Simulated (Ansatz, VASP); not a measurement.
## One calculation of MnB3Ir, two programs

```
Mn B Ir
1.0
     4.07742    0.00000    0.00000
     0.00000    4.07742    0.00000
     0.00000    0.00000    4.07742
Mn B Ir
1 3 1
Direct
  0.00000 0.00000 0.00000
  0.00000 0.50000 0.50000
  0.50000 0.50000 0.00000
  0.50000 0.00000 0.50000
  0.50000 0.50000 0.50000
```

Change from the starting cell: species swapped into the ZrBRh3 type (Pm-3m, No. 221).

Alike in both runs: functional PBE; k mesh 10 × 10 × 10; occupations gaussian, width 0.1 eV; collinear spin.

Ansatz relaxed the structure, and its values are those at the end. VASP's run is a single point on that final structure, the one shown.

|  | VASP | Ansatz |
| --- | --- | --- |
| version | VASP 6.6.1 | Ansatz 0.2.0 |
| potentials or method | VASP PAW PBE potentials, release 64 (Mn_pv, B, Ir), cutoff 520 eV | scalar-relativistic, plane waves, PAW |
| valence electrons in the cell | 31 | 41 |

```csv
,VASP,Ansatz,Ansatz less VASP
gap on the k mesh at the Fermi level (eV),none,none,-
pressure (GPa),0.3,0.0,-0.30
net moment per atom (μB),0.88,0.89,+0.001
size of the moment on the site where the two differ most (μB),0.21,0.11,-0.097
```

Site moments also hang on the region over which each program counts them. A gap of «none» marks a metal or a gap that the smearing closes. VASP's potentials hold 31 valence electrons a cell and Ansatz's 41, so a difference there can come from the potentials and not from the codes.

Neither program's run includes spin-orbit coupling.
